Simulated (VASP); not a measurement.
La2O3:

```
La O
1.0
     3.93509    0.00000    0.00000
    -1.96755    3.40789    0.00000
     0.00000    0.00000    6.12623
La O
2 3
Direct
  0.33333 0.66667 0.24616
  0.66667 0.33333 0.75384
  0.00000 0.00000 0.00000
  0.33333 0.66667 0.64611
  0.66667 0.33333 0.35389
```

Base run:

```yaml
Program: VASP 6.6.1
Functional: r2SCAN
Potentials_or_basis: VASP PAW PBE potentials, release 64 (La, O)
Cutoff: 520 eV
k_mesh: 12 × 12 × 4
Occupations: gaussian, width 0.01 eV
Spin: no spin polarisation
```

Its results: band gap on the k mesh 4.24 eV (least direct gap 4.36 eV); pressure -0.4 GPa; largest force 0.022 eV/Å.

Question: The run is repeated on the same cell with these changes: functional from r2SCAN to PBE; occupations from gaussian, width 0.01 eV to fermi-dirac, width 0.02 eV. What comes out?

Answer: Band gap on the k mesh 3.86 eV (least direct gap 3.98 eV); pressure 1.0 GPa; largest force 0.037 eV/Å.

Caveats: spin-orbit coupling is left out, which moves the levels of the heavy elements; the PAW data sets were made with another functional, which shifts forces and pressure a little (at least some runs).

A k mesh can miss the band edges.
